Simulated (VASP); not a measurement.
Set up this calculation in VASP 6.6.1, as the native input.

```
Task                   : single point
Functional             : PBE
Potentials or basis    : VASP PAW PBE potentials, release 64 (Cr_pv)
Cutoff                 : 500 eV
k mesh                 : 11 × 11 × 6
Occupations            : fermi-dirac, width 0.05 eV
Spin                   : collinear spin, ferromagnetic start
Starting moments       : [3.0, 3.0] μB
Dipole correction      : no
Further INCAR settings : ALGO = Normal; EDIFF = 1e-06; NBANDS = 23
```

The structure of Cr lies in POSCAR:

```
Cr
1.0
    2.7140000000      0.0000000000      0.0000000000
   -1.3570000000      2.3503929459      0.0000000000
    0.0000000000      0.0000000000      4.4100000000
Cr
2
Direct
    0.6779190000      0.3340110000      0.7440990000
    0.3302660000      0.6601540000      0.2546310000
```

This cell differs from its parent crystal: atoms moved at random.

One way to write it, as run:

INCAR

```
SYSTEM = Cr
  ALGO = Normal
  EDIFF = 1E-6
  ENCUT = 500
  GGA = PE
  GGA_COMPAT = .FALSE.
  ISIF = 2
  ISMEAR = -1
  ISPIN = 2
  LASPH = .TRUE.
  LCHARG = .FALSE.
  LMAXMIX = 4
  LORBIT = 11
  LREAL = .FALSE.
  LWAVE = .FALSE.
  MAGMOM = 3 3
  NBANDS = 23
  NELM = 200
  PREC = Accurate
  SIGMA = 0.05
```

KPOINTS

```
k-points
0
G
  11 11 6
  0 0 0
```

Potentials or basis: VASP PAW PBE potentials, release 64 (Cr_pv).

The run is started by

```bash
$ cat potpaw_PBE.64/Cr_pv/POTCAR > POTCAR
$ mpirun -np 1 vasp_std > vasp.out
```

Results of the run:

The pressure is -25.2 GPa. The largest force is 0.114 eV/Å and the net moment is 1.86 μB per cell. The site moments are Cr +0.87 μB. The valence electrons inside the program's atomic spheres are Cr 10.72.

Caveat: the cell differs from its parent crystal (atoms moved at random); the cell stands under tension; an empty level that is flat over the whole mesh can mark a ghost state of the potentials, or a narrow d or f band.

Wall time 8.5 min on 1 thread of Intel Xeon 8259CL, on a shared host, peak memory 0.38 GiB.
